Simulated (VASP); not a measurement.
# Si3Se2 (I-4m2) in VASP: single point with PBE

Aim: the single point of Si3Se2 with PBE.

Program: VASP 6.6.1. These are calculated values, not measurements. Logs are shortened: lines on timing, memory, paths and dates and some standing lists are left out, and cuts for length are marked.

### 1 The cell of the first run

The structure is tetragonal, space group I-4m2 (No. 119). Conventional cell: a = 3.752 Å, b = 3.752 Å, c = 17.886 Å, α = 90.00°, β = 90.00°, γ = 90.00°. Si (site symmetry 2mm) has 2 Si at 2.33 Å and 2 Se at 2.36 Å within 3.1 Å. Within 3.1 Å of Si (site symmetry -4m2) lie 4 Si at 2.33 Å. Se (site symmetry 2mm) has 2 Si at 2.36 Å within 3.1 Å.

### 2 Single point, PBE

Contents of INCAR:

```
SYSTEM = Si3Se2
PREC = Accurate ; ENCUT = 500
EDIFF = 1E-6 ; ISMEAR = 0
SIGMA = 0.1 ; LREAL = .False.
LASPH = .True. ; NELM = 120
ALGO = Normal ; ISIF = 2
LWAVE = .False. ; LCHARG = .True.
GGA = PE ; LELF = .True.
LVHAR = .True. ; NBANDS = 20
GGA_COMPAT = .False.
```

Contents of KPOINTS:

```
regular mesh
0
Gamma
  6 6 6
  0 0 0
```

Contents of POSCAR:

```
Si3Se2
1.0
   -1.8761195005      1.8761195005      8.9431918842
    1.8761195005     -1.8761195005      8.9431918842
    1.8761195005      1.8761195005     -8.9431918842
Si Se
3 2
Direct
    0.4225987553      0.9225987553      0.5000000000
    0.0774012447      0.5774012447      0.5000000000
    0.0000000000      0.0000000000      0.0000000000
    0.3426860763      0.3426860763      0.0000000000
    0.6573139237      0.6573139237      0.0000000000
```

Potentials or basis: VASP PAW PBE potentials, release 64 (Si, Se).

Started as:

```console
> cat potpaw_PBE.64/Si/POTCAR potpaw_PBE.64/Se/POTCAR > POTCAR
> mpirun -np 1 vasp_std > vasp.out
```

OUTCAR:

```text
SYSTEM = Si3Se2
   PREC = Accurate
   ENCUT = 500
   EDIFF = 1E-6
   ISMEAR = 0
   LREAL = .False.
   LASPH = .True.
   NELM = 120
   ISIF = 2
   GGA = PE

 ion  position               nearest neighbor table
   1  0.423  0.923  0.500-   3 2.33   3 2.33   4 2.36   4 2.36
   2  0.077  0.577  0.500-   3 2.33   3 2.33   5 2.36   5 2.36
   3  0.000  0.000  0.000-   1 2.33   2 2.33   2 2.33   1 2.33
   4  0.343  0.343  0.000-   1 2.36   1 2.36
   5  0.657  0.657  0.000-   2 2.36   2 2.36

  LATTYP: Found a body centered tetragonal cell.
 ALAT       =     3.7522390010
 C/A-ratio  =     4.7668562060

  Lattice vectors:

 A1 = (  -1.8761195005,   1.8761195005,   8.9431918842)
 A2 = (   1.8761195005,  -1.8761195005,   8.9431918842)
 A3 = (   1.8761195005,   1.8761195005,  -8.9431918842)

Analysis of symmetry for initial positions (statically):
=====================================================================
 Subroutine PRICEL returns:
 Original cell was already a primitive cell.

 Routine SETGRP: Setting up the symmetry group for a
 body centered tetragonal supercell.

 Subroutine GETGRP returns: Found  8 space group operations
 (whereof  8 operations were pure point group operations)
 out of a pool of 16 trial point group operations.

The static configuration has the point symmetry D_2d.

Analysis of symmetry for dynamics (positions and initial velocities):
=====================================================================
 Subroutine PRICEL returns:
 Original cell was already a primitive cell.

 Routine SETGRP: Setting up the symmetry group for a
 body centered tetragonal supercell.

 Subroutine GETGRP returns: Found  8 space group operations
 (whereof  8 operations were pure point group operations)
 out of a pool of 16 trial point group operations.

The dynamic configuration has the point symmetry D_2d.

 Subroutine INISYM returns: Found  8 space group operations
 (whereof  8 operations are pure point group operations),
 and found     1 'primitive' translations

----------------------------------------------------------------------------------------

                                     Primitive cell

  volume of cell :     125.9139

  direct lattice vectors                    reciprocal lattice vectors
    -1.876119500  1.876119500  8.943191884     0.000000000  0.266507544  0.055908450
[... 93 lines left out ...]
   LREAL  =      F    real-space projection
   EDIFFG = 0.1E-04   stopping-criterion for IOM
   NSW    =      0    number of steps for IOM
   IBRION =     -1    ionic relax: 0-MD 1-quasi-New 2-CG
   NFREE  =      0    steps in history (QN), initial steepest desc. (CG)
   ISIF   =      2    stress and relaxation
   ISYM   =      2    0-nonsym 1-usesym 2-fastsym
   POTIM  = 0.5000    time-step for ionic-motion
   TEBEG  =    0.0;   TEEND  =   0.0 temperature during run
   PSTRESS=    0.0 pullay stress
   NELECT =      24.0000    total number of electrons
   NUPDOWN=      -1.0000    fix difference up-down
   EMIN   =  10.00;   EMAX   =-10.00  energy-range for DOS
   EFERMI =   0.00;   METHOD = LEGACY
   ISMEAR =     0;   SIGMA  =   0.10  broadening in eV -4-tet -1-fermi 0-gaus
   EFERMI_NEDOS =   21; number of points for ismear=-14 and -15
   IALGO  =     38    algorithm
   IMIX   =      4    mixing-type and parameters
     AMIX     =   0.40;   BMIX     =  1.00
     AMIX_MAG =   1.60;   BMIX_MAG =  1.00
  volume/ion in A,a.u.               =      25.18       169.94
  Fermi-wavevector in a.u.,A,eV,Ry     =   0.942151  1.780408 12.077203  0.887649
  Thomas-Fermi vector in A             =   2.069733
   LORBIT       =      0    0 simple, 1 ext, 2 COOP (PROOUT), +10 PAW based schemes
   GGA     = PE    functional components
   LHFCALC =     F    Hartree Fock is set to
   AEXX    =    0.0000 exact exchange contribution
   IVDW    =     0    specifies the selected vdW correction
   LEPSILON=     F    determine dielectric tensor
   LRPA    =     F    only Hartree local field effects (RPA)
 non-spin polarized calculation
 Gauss-broadening in eV      SIGMA  =   0.10
  energy-cutoff  :      500.00
  volume of cell :      125.91
 maximum number of plane-waves:      3222
 NGX is ok and might be reduce to    70
   NGX = 33   NGY = 33   NGZ = 33

 number of electron      24.0000000 magnetization

 Free energy of the ion-electron system (eV)
  ---------------------------------------------------
  ext. energy  EPLUGINS =         0.00000000
  ---------------------------------------------------
  free energy    TOTEN  =       -24.07194918 eV

  energy without entropy =      -24.06875229  energy(sigma->0) =      -24.07035074

 E-fermi :   3.6407     XC(G=0):  -8.5909

 val. band max:        3.5535292896   @ k =   0.1667  -0.0000   0.0000
 cond. band min:       3.6443779652   @ k =  -0.1667  -0.1667   0.1667
 fundamental gap:      0.0908486756
 Fermi energy:         3.6407489144

 k-point     1 :       0.0000    0.0000    0.0000
  band No.  band energies     occupation
      1     -10.5174      2.00000
      2     -10.2335      2.00000
      3      -6.9038      2.00000
      4      -3.3823      2.00000
      5      -0.3931      2.00000
      6       0.0487      2.00000
[... 541 lines left out ...]
     19       9.2817      0.00000
     20       9.6880      0.00000

 [... further k-points ...]

------------------------ aborting loop because EDIFF is reached ----------------------------------------

  FORCE on cell =-STRESS in cart. coord.  units (eV):
  Direction    XX          YY          ZZ          XY          YZ          ZX
  --------------------------------------------------------------------------------------
  -------------------------------------------------------------------------------------
  Total        0.0726304      0.0726304      0.3754956      0.0000000      0.0000000      0.0000000
  in kB        0.9241780      0.9241780      4.7779527      0.0000000      0.0000000      0.0000000
  external PRESSURE =       2.2087696 kB  Pullay stress =       0.0000000 kB

 VOLUME and BASIS-vectors are now :
 -----------------------------------------------------------------------------
  energy-cutoff  :      500.00
  volume of cell :      125.91
      direct lattice vectors                 reciprocal lattice vectors
    -1.876119500  1.876119500  8.943191884     0.000000000  0.266507544  0.055908450
     1.876119500 -1.876119500  8.943191884     0.266507544  0.000000000  0.055908450
     1.876119500  1.876119500 -8.943191884     0.266507544  0.266507544  0.000000000

 POSITION                                       TOTAL-FORCE (eV/Angst)
 -----------------------------------------------------------------------------------
      1.87612     -0.00000      7.55876        -0.000000      0.000000      0.103024
      1.87612     -0.00000      1.38443        -0.000000      0.000000     -0.103024
      0.00000      0.00000      0.00000         0.000000     -0.000000     -0.000000
      0.00000      0.00000      6.12941         0.000000     -0.000000     -0.071317
      0.00000      0.00000     11.75697         0.000000     -0.000000      0.071317
 -----------------------------------------------------------------------------------
    total drift:                                0.000000     -0.000000      0.000000

  FREE ENERGIE OF THE ION-ELECTRON SYSTEM (eV)
  ---------------------------------------------------
  free  energy   TOTEN  =       -24.0719491807 eV

  energy  without entropy=      -24.0687522901  energy(sigma->0) =      -24.07035074
```

It took 11 min on 1 thread of Intel Xeon 8259CL, shared host; peak memory 0.66 GiB.

Results:

- Free energy: -24.0719 eV
- Pressure: 0.2 GPa
- Largest force: 0.103 eV/Å
- Band gap on the k mesh: zero (bands 12 and 13 overlap by 0.01 eV)

Forces in eV/Å, atoms in the order of the input:
```
Si   0.000  0.000  0.103
Si   0.000  0.000 -0.103
Si   0.000  0.000  0.000
Se   0.000  0.000 -0.071
Se   0.000  0.000  0.071
```

Stress tensor (GPa, compression positive):
```
0.09 0.00 0.00
0.00 0.09 0.00
0.00 0.00 0.48
```
